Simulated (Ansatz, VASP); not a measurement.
## Rb2SbBr6: VASP beside Ansatz

```
CELL_PARAMETERS angstrom
0.00000 5.37939 5.37939
5.37939 0.00000 5.37939
5.37939 5.37939 0.00000
ATOMIC_POSITIONS crystal
Rb 0.75000 0.75000 0.75000
Rb 0.25000 0.25000 0.25000
Sb 0.50000 0.50000 0.50000
Br 0.74980 0.74980 0.25020
Br 0.25020 0.25020 0.74980
Br 0.25020 0.74980 0.25020
Br 0.74980 0.25020 0.74980
Br 0.25020 0.74980 0.74980
Br 0.74980 0.25020 0.25020
```

Alike in both runs: task single point; functional LDA; k mesh 4 × 4 × 4; occupations gaussian, width 0.15 eV; no spin polarisation.

```csv
,VASP,Ansatz
version,VASP 6.6.1,Ansatz 0.2.0
potentials or method,"VASP PAW LDA potentials, release 64 (Rb_sv, Sb, Br), cutoff 520 eV","plane waves, PAW"
valence electrons in the cell,65,75
```

VASP gave:

* gap on the k mesh at the Fermi level (eV): none
* pressure (GPa): -1.8
* rms of the force components (eV/Å): 0.029

**Question.** Which values does Ansatz return?

**Answer.** gap on the k mesh at the Fermi level (eV): none; pressure (GPa): -1.8; rms of the force components (eV/Å): 0.033.

LDA's correlation is that of Perdew and Zunger in VASP and of Perdew and Wang (1992) in Ansatz. Atom by atom the forces differ by 0.004 eV/Å (rms over components). A gap of «none» marks a metal or a gap that the smearing closes. VASP's potentials hold 65 valence electrons a cell and Ansatz's 75, so a difference there can come from the potentials and not from the codes.

Neither program's run includes spin-orbit coupling.
